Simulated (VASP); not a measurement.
The system is ScNb2O3.

```
Sc Nb O
1.0
     3.29610    0.00000    0.00000
     0.00000    3.29610    0.00000
     0.00000    0.00000    7.26161
Sc Nb O
1 2 3
Direct
  0.00000 0.00000 0.00000
  0.00000 0.50000 0.73150
  0.50000 0.00000 0.26850
  0.00000 0.50000 0.38350
  0.50000 0.00000 0.61650
  0.50000 0.50000 0.00000
```

```yaml
Program: VASP 6.6.1
Task: relaxation of cell and atoms
Functional: PBE
Potentials_or_basis: VASP PAW PBE potentials, release 64 (Sc_sv, Nb_sv, O)
Cutoff: 600 eV
k_mesh: 6 × 6 × 4
Occupations: gaussian, width 0.1 eV
Spin: no spin polarisation
```

At the start: pressure -16.4 GPa; volume 13.15 Å³/atom.

Task: How do energy, volume and symmetry change on relaxing?

Result: Over 30 steps the energy falls by 825.9 meV/atom and the volume is 13.24 Å³/atom (+0.7 %); space group P-4m2 (No. 115, to 0.05 Å).

The path:
```tsv
step	energy change (eV)	largest force (eV/Å)	pressure (GPa)	volume (Å³)
1	0.0000	4.9153	-16.38	78.89
2	-2.3558	2.4174	24.04	64.34
3	-2.3788	2.5158	19.07	65.27
4	-4.1123	0.9747	11.48	70.90
5	-4.2418	0.6588	10.40	72.34
6	-4.2700	0.6026	9.96	75.20
7	-4.0700	0.6246	-13.42	84.86
8	-4.3833	0.3888	-0.37	78.66
9	-4.3834	0.3940	-0.13	78.57
10	-4.4632	0.6765	-1.15	79.49
11	-4.5699	1.1503	-2.27	80.73
12	-4.7042	0.7604	-4.46	83.12
13	-4.7317	0.6023	-2.96	82.60
14	-4.7362	0.5112	-2.12	82.30
15	-4.7604	0.5384	-1.62	81.77
16	-4.8222	0.6043	0.06	80.17
17	-4.8705	0.6132	4.35	76.98
18	-4.8888	0.5157	3.14	77.10
19	-4.8955	0.3783	1.78	77.25
20	-4.8958	0.3981	1.95	77.23
21	-4.9068	0.3718	1.19	77.62
22	-4.9240	0.2896	-1.01	78.80
23	-4.9246	0.2743	-1.50	79.07
24	-4.9348	0.2487	-0.51	78.93
25	-4.9392	0.2167	0.65	78.76
26	-4.9459	0.1838	0.39	78.98
27	-4.9546	0.0832	-0.17	79.52
28	-4.9550	0.0457	-0.33	79.69
29	-4.9550	0.0504	-0.32	79.67
30	-4.9551	0.0192	0.31	79.46
```

Final structure:
```cif
data_structure
_symmetry_space_group_name_H-M 'P 1'
_symmetry_Int_Tables_number 1
_cell_length_a 2.9829
_cell_length_b 2.9829
_cell_length_c 8.9310
_cell_angle_alpha 90.000
_cell_angle_beta 90.000
_cell_angle_gamma 90.000
_cell_volume 79.46
loop_
_atom_site_label
_atom_site_type_symbol
_atom_site_fract_x
_atom_site_fract_y
_atom_site_fract_z
_atom_site_occupancy
Sc1 Sc 0.00000 0.00000 0.00000 1
Nb1 Nb 0.00000 0.50000 0.65646 1
Nb2 Nb 0.50000 0.00000 0.34354 1
O1 O 0.00000 0.50000 0.40764 1
O2 O 0.50000 0.00000 0.59236 1
O3 O 0.50000 0.50000 0.00000 1
```

Caveat: an odd number of electrons without spin polarisation forces a metal; a magnetic or distorted state may lie lower.
